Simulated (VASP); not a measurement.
Write the native input for VASP 6.6.1 that does the following.

```yaml
Task: single point
Functional: PBE
Potentials_or_basis: VASP PAW PBE potentials, release 64 (Sn_d, As)
Cutoff: 520 eV
k_mesh: 12 × 12 × 12
Occupations: gaussian, width 0.1 eV
Spin: no spin polarisation
Dipole_correction: no
Further_INCAR_settings: ALGO = Fast; EDIFF = 1e-06; NBANDS = 32
```

The structure of Sn3As lies in POSCAR:

```
Sn3As
1.0
    0.0000000000      3.7074490933      3.7074490933
    3.7074490933      0.0000000000      3.7074490933
    3.7074490933      3.7074490933      0.0000000000
Sn As
3 1
Direct
    0.7500000000      0.7500000000      0.7500000000
    0.5000000000      0.5000000000      0.5000000000
    0.2500000000      0.2500000000      0.2500000000
    0.0000000000      0.0000000000      0.0000000000
```

One way to write it, as run:

INCAR

```
ALGO = Fast
EDIFF = 1E-6
ENCUT = 520
GGA = PE
ISIF = 2
ISMEAR = 0
LASPH = True
LCHARG = False
LREAL = False
LWAVE = False
NBANDS = 32
NELM = 80
PREC = Accurate
SIGMA = 0.1
```

KPOINTS

```
k-points
0
Gamma
  12 12 12
```

Potentials or basis: VASP PAW PBE potentials, release 64 (Sn_d, As).

Run with:

```bash
$ cat potpaw_PBE.64/Sn_d/POTCAR potpaw_PBE.64/As/POTCAR > POTCAR
$ mpirun -np 1 vasp_std > vasp.out
```

Results of the run:

```
Pressure : -0.1 GPa
```

Wall time 4.4 min on 1 thread of Oxide Virtual Turin-like Processor (shared host), peak memory 0.33 GiB.
